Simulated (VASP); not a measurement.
# Cd in VASP: relaxation of the atoms with LDA

Aim: the relaxation of the atoms of Cd with LDA.

All numbers are computed with VASP 6.6.1; they aren't measurements. Logs are shortened: lines on timing, memory, paths and dates and some standing lists are left out, and cuts for length are marked.

**1. The cell of the first run**

The cell holds a slab with vacuum, 2 atoms: a = 2.926 Å, b = 2.926 Å, c = 18.681 Å, α = 90.00°, β = 90.00°, γ = 120.00°.

**2. Relaxation of the atoms, LDA**

INCAR reads:

```
PREC = Accurate
ENCUT = 520
EDIFF = 1E-7
ISMEAR = -1
SIGMA = 0.08
LREAL = False
LASPH = True
NELM = 80
ALGO = Normal
ISIF = 2
LWAVE = False
LCHARG = False
LDIPOL = True
IDIPOL = 3
DIPOL = 0.5 0.5 0.500
IBRION = 2
NSW = 32
EDIFFG = -0.01
```

KPOINTS reads:

```
regular mesh
0
Gamma
  13 13 1
```

POSCAR reads:

```
Cd
1.0
    2.9258525262      0.0000000000      0.0000000000
   -1.4629262631      2.5338626154      0.0000000000
    0.0000000000      0.0000000000     18.6812000000
Cd
2
Direct
    0.8333333333      0.1666666667      0.4288660676
    0.1666666667      0.8333333333      0.5711339324
```

Potentials or basis: VASP PAW LDA potentials, release 64 (Cd).

Command:

```bash
$ cat potpaw_LDA.64/Cd/POTCAR > POTCAR
$ mpirun -np 1 vasp_std > vasp.out
```

OUTCAR:

```text
PREC = Accurate
   ENCUT = 520
   EDIFF = 1E-7
   ISMEAR = -1
   LREAL = False
   LASPH = True
   NELM = 80
   ISIF = 2
   IBRION = 2
   NSW = 32
   EDIFFG = -0.01

 ion  position               nearest neighbor table
   1  0.833  0.167  0.429-   2 3.15   2 3.15   2 3.15
   2  0.167  0.833  0.571-   1 3.15   1 3.15   1 3.15

  LATTYP: Found a hexagonal cell.
 ALAT       =     2.9258525262
 C/A-ratio  =     6.3848740949

  Lattice vectors:

 A1 = (   2.9258525262,   0.0000000000,   0.0000000000)
 A2 = (  -1.4629262631,   2.5338626154,   0.0000000000)
 A3 = (   0.0000000000,   0.0000000000,  18.6812000000)

Analysis of symmetry for initial positions (statically):
=====================================================================
 Subroutine PRICEL returns:
 Original cell was already a primitive cell.

 Routine SETGRP: Setting up the symmetry group for a
 hexagonal supercell.

 Subroutine GETGRP returns: Found 12 space group operations
 (whereof  4 operations were pure point group operations)
 out of a pool of 24 trial point group operations.

The static configuration has the point symmetry C_2h.
 The point group associated with its full space group is D_3d.

Analysis of symmetry for dynamics (positions and initial velocities):
=====================================================================
 Subroutine PRICEL returns:
 Original cell was already a primitive cell.

 Routine SETGRP: Setting up the symmetry group for a
 hexagonal supercell.

 Subroutine GETGRP returns: Found 12 space group operations
 (whereof  4 operations were pure point group operations)
 out of a pool of 24 trial point group operations.

The dynamic configuration has the point symmetry C_2h.
 The point group associated with its full space group is D_3d.

 Subroutine INISYM returns: Found 12 space group operations
 (whereof  4 operations are pure point group operations),
 and found     1 'primitive' translations

----------------------------------------------------------------------------------------

                                     Primitive cell

  volume of cell :     138.4970

[... 115 lines left out ...]
 conjugate gradient relaxation of ions
 non-spin polarized calculation
  energy-cutoff  :      520.00
  volume of cell :      138.50
 maximum number of plane-waves:      3813
 NGX is ok and might be reduce to    24
   NGX = 11   NGY = 11   NGZ = 69

--------------------------------------- Ionic step        1  -------------------------------------------

 number of electron      24.0000006 magnetization

 Free energy of the ion-electron system (eV)
  ---------------------------------------------------
  ext. energy  EPLUGINS =         0.00000000
  ---------------------------------------------------
  free energy    TOTEN  =        -2.61282585 eV

  energy without entropy =       -2.58913731  energy(sigma->0) =       -2.60098158

------------------------ aborting loop because EDIFF is reached ----------------------------------------

  FORCE on cell =-STRESS in cart. coord.  units (eV):
  Direction    XX          YY          ZZ          XY          YZ          ZX
  --------------------------------------------------------------------------------------
  -------------------------------------------------------------------------------------
  Total       -1.0633400     -1.0633400      0.0725462     -0.0000000     -0.0000000      0.0000000
  in kB      -12.3010583    -12.3010583      0.8392376     -0.0000000     -0.0000000      0.0000000
  external PRESSURE =      -7.9209597 kB  Pullay stress =       0.0000000 kB
[... 59 lines left out ...]
--------------------------------------- Ionic step        3  -------------------------------------------

 number of electron      24.0000006 magnetization

 dipolmoment           0.000000      0.000000     -0.000000 electrons x Angstroem

------------------------ aborting loop because EDIFF is reached ----------------------------------------

  FORCE on cell =-STRESS in cart. coord.  units (eV):
  Direction    XX          YY          ZZ          XY          YZ          ZX
  --------------------------------------------------------------------------------------
  -------------------------------------------------------------------------------------
  Total       -1.0981292     -1.0981292      0.0379354      0.0000000      0.0000000      0.0000000
  in kB      -12.7035109    -12.7035109      0.4388484      0.0000000      0.0000000      0.0000000
  external PRESSURE =      -8.3227245 kB  Pullay stress =       0.0000000 kB
[... 23 lines left out ...]
--------------------------------------- Ionic step        4  -------------------------------------------

 number of electron      24.0000007 magnetization

 dipolmoment           0.000000      0.000000      0.000000 electrons x Angstroem

 Free energy of the ion-electron system (eV)
  ---------------------------------------------------
  ext. energy  EPLUGINS =         0.00000000
  ---------------------------------------------------
  free energy    TOTEN  =        -2.61316133 eV

  energy without entropy =       -2.58849242  energy(sigma->0) =       -2.60082688

 E-fermi :  -2.1763     XC(G=0):  -4.3039

 val. band max:       -2.2297652009   @ k =   0.1538   0.0769   0.0000
 cond. band min:      -2.1723676339   @ k =   0.3846   0.1538   0.0000
 fundamental gap:      0.0573975670
 Fermi energy:        -2.1763200632

 k-point     1 :       0.0000    0.0000    0.0000
  band No.  band energies     occupation
      1     -11.9973      2.00000
      2     -11.8166      2.00000
      3     -11.3012      2.00000
      4     -11.3012      2.00000
      5     -11.2689      2.00000
      6     -11.2689      2.00000
[... 378 lines left out ...]
      5     -11.1659      2.00000
      6     -10.9943      2.00000
[... 8 lines left out ...]
     15       1.8408      0.00000
     16       2.0568      0.00000

------------------------ aborting loop because EDIFF is reached ----------------------------------------

 vacuum level on the upper side and lower side of the slab       (xc-potential included)        -0.127        -0.127

  FORCE on cell =-STRESS in cart. coord.  units (eV):
  Direction    XX          YY          ZZ          XY          YZ          ZX
  --------------------------------------------------------------------------------------
  -------------------------------------------------------------------------------------
  Total       -1.1512870     -1.1512870     -0.0126230      0.0000000      0.0000000      0.0000000
  in kB      -13.3184570    -13.3184570     -0.1460269      0.0000000      0.0000000      0.0000000
  external PRESSURE =      -8.9276470 kB  Pullay stress =       0.0000000 kB
[... 17 lines left out ...]
  FREE ENERGIE OF THE ION-ELECTRON SYSTEM (eV)
  ---------------------------------------------------
  free  energy   TOTEN  =        -2.6131613284 eV

  energy  without entropy=       -2.5884924247  energy(sigma->0) =       -2.60082688

 reached required accuracy - stopping structural energy minimisation

 vacuum level on the upper side and lower side of the slab         2.087         2.087
```

Wall time 45 s (1 thread of Intel Xeon 6975P-C (Granite Rapids), shared host); peak memory 0.23 GiB.

Results:

* Free energy: -2.6132 eV
* Energy gained by relaxing: 0.2 meV/atom
* Ionic steps: 4
* Largest force after relaxing: 0.003 eV/Å
* Band gap on the k mesh: zero (bands 12 and 13 overlap by 3.00 eV)

Forces in eV/Å, atoms in the order of the input:
```
Cd   0.000  0.000  0.003
Cd   0.000  0.000 -0.003
```

The path:
```csv
step,energy change (eV),largest force (eV/Å),pressure (GPa)
1,0.0000,0.0285,-0.79
2,-0.0001,0.0256,-0.80
3,-0.0002,0.0161,-0.83
4,-0.0003,0.0033,-0.89
```

Final structure:
```
Cd
1.0
     2.92585    0.00000    0.00000
    -1.46293    2.53386    0.00000
     0.00000    0.00000   18.68120
Cd
2
Direct
  0.83333 0.16667 0.42813
  0.16667 0.83333 0.57187
```
